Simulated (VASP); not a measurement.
Runs of VASP 6.6.1 on BeS. The structure is that of space group F-43m (No. 216), or close to it. The cells are those of the table. 

| cell | gap on the mesh (eV) | pressure (GPa) |
| --- | --- | --- |
| a = 3.547, b = 3.490 Å, angles 60.5, 58.9, 60.5°, 2 atoms | 2.97 | -7.4 |
| a = 3.535, b = 3.591 Å, angles 59.5, 61.1, 59.5°, 2 atoms | 2.91 | -8.8 |
| a = 3.337 Å, angles 60.0°, 2 atoms | 2.73 | (b) |
| a = 3.505, b = 3.420 Å, angles 60.8, 58.4, 60.8°, 2 atoms | (d) | -4.0 |
| a = 3.326, b = 3.273 Å, angles 60.5, 58.9, 60.5°, 2 atoms | 2.50 | (a) |
| a = 3.478, b = 3.393 Å, angles 60.8, 58.4, 60.8°, 2 atoms | 2.76 | -2.1 |
| a = 3.583, b = 3.496 Å, angles 60.8, 58.4, 60.8°, 2 atoms | (c) | -8.8 |
| a = 3.375, b = 3.347 Å, angles 60.3, 59.5, 60.3°, 2 atoms | 2.72 | 5.4 |

Alike in all rows: task single point; level PBEsol; potentials or basis VASP PAW PBE potentials, release 64 (Be, S); no spin polarisation; k mesh 10 × 10 × 10; cutoff (eV) 520; smearing gaussian 0.05 eV.

**Question.** Fill in the values left out.

**Answer.** (a) 12.0; (b) 8.5; (c) 2.95; (d) 2.81.

Caveats: the PAW data sets were made with another functional, which shifts forces and pressure a little.

A k mesh can miss the band edges.
